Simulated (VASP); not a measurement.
Here is a VASP 6.6.1 calculation.

File INCAR:

```
ALGO = Normal
EDIFF = 1E-7
ENCUT = 520
GGA = PE
ISIF = 2
ISMEAR = -1
LASPH = True
LCHARG = True
LELF = True
LREAL = False
LVHAR = True
LWAVE = False
NBANDS = 14
NELM = 100
PREC = Accurate
SIGMA = 0.02
```

Contents of KPOINTS:

```
k-points
0
Gamma
  10 10 10
```

File POSCAR:

```
NaF
1.0
    0.0000000000      2.3201397690      2.2887504653
    2.3201397690      0.0000000000      2.2887504653
    2.3201397690      2.3201397690      0.0000000000
Na F
1 1
Direct
    0.0000000000      0.0000000000      0.0000000000
    0.5000000000      0.5000000000      0.5000000000
```

Potentials or basis: VASP PAW PBE potentials, release 64 (Na_pv, F).

Command:

```sh
$ cat potpaw_PBE.64/Na_pv/POTCAR potpaw_PBE.64/F/POTCAR > POTCAR
$ mpirun -np 1 vasp_std > vasp.out
```

(1) Estimate the pressure.

(2) Predict the band gap on the k mesh.

Results:

(1) 2.6 GPa.

(2) 6.35 eV, direct.

Caveat: the cell differs from its parent crystal (epitaxial xy strain +1.0%).
